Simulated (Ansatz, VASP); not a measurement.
## One calculation of NaCl, two programs

INCAR

```
SYSTEM = NaCl
PREC = Accurate
ENCUT = 500
EDIFF = 1E-7
ISMEAR = 0
SIGMA = 0.02
LREAL = .False.
LASPH = .True.
NELM = 120
ALGO = Normal
ISIF = 3
LWAVE = .False.
LCHARG = .False.
GGA = PE
IBRION = 2
NSW = 100
EDIFFG = -0.01
GGA_COMPAT = .False.
NELMIN = 4
```

File KPOINTS:

```
Automatic mesh
0
Gamma
  8 8 8
  0 0 0
```

POSCAR

```
NaCl
1.0
   -1.8520576162      1.8520576162      6.7772962524
    1.8520576162     -1.8520576162      6.7772962524
    1.8520576162      1.8520576162     -6.7772962524
Na Cl
2 2
Direct
    0.2931731914      0.2931731914      0.0000000000
    0.0431731914      0.5431731914      0.5000000000
    0.7068268086      0.7068268086      0.0000000000
    0.4568268086      0.9568268086      0.5000000000
```

Input for Ansatz:

```yaml
crystal:
  lattice:
    - [-1.8520576162, 1.8520576162, 6.7772962524]
    - [1.8520576162, -1.8520576162, 6.7772962524]
    - [1.8520576162, 1.8520576162, -6.7772962524]
  atoms:
    - { symbol: Na, position: [0.2931731914, 0.2931731914, 0.0] }
    - { symbol: Na, position: [0.0431731914, 0.5431731914, 0.5] }
    - { symbol: Cl, position: [0.7068268086, 0.7068268086, 0.0] }
    - { symbol: Cl, position: [0.4568268086, 0.9568268086, 0.5] }
basis:
  ecutwfc: 420
kpoints:
  mp_grid: { grid: [8, 8, 8] }
hamiltonian:
  xc: pbe
scf:
  occupations: { method: gaussian, width: 0.02 }
output:
  forces: true
  stress: true
  eigenvalues: true
relax:
  adjacent_minimum: "off"
  f_tol: 0.01
  max_steps: 80
  cell: { stress_tol: 0.05 }
```

Alike in both runs: task relaxation of cell and atoms; functional PBE; k mesh 8 × 8 × 8; occupations gaussian, width 0.02 eV; no spin polarisation.

```csv
,VASP,Ansatz
version,VASP 6.6.1,Ansatz 0.2.0
potentials or method,"VASP PAW PBE potentials, release 64 (Na_pv, Cl), cutoff 500 eV","scalar-relativistic, plane waves, PAW"
valence electrons in the cell,28,32
```

```tsv
	VASP	Ansatz	Ansatz less VASP
gap on the k mesh at the Fermi level, each at its own relaxed structure (eV)	4.45	4.43	-0.011
relaxed volume (Å³/atom)	23.33	23.38	+0.054
relaxed cell length with the largest relative difference (Å)	7.293	7.310	+0.0176
```

VASP's potentials hold 28 valence electrons a cell and Ansatz's 32, so a difference there can come from the potentials and not from the codes.
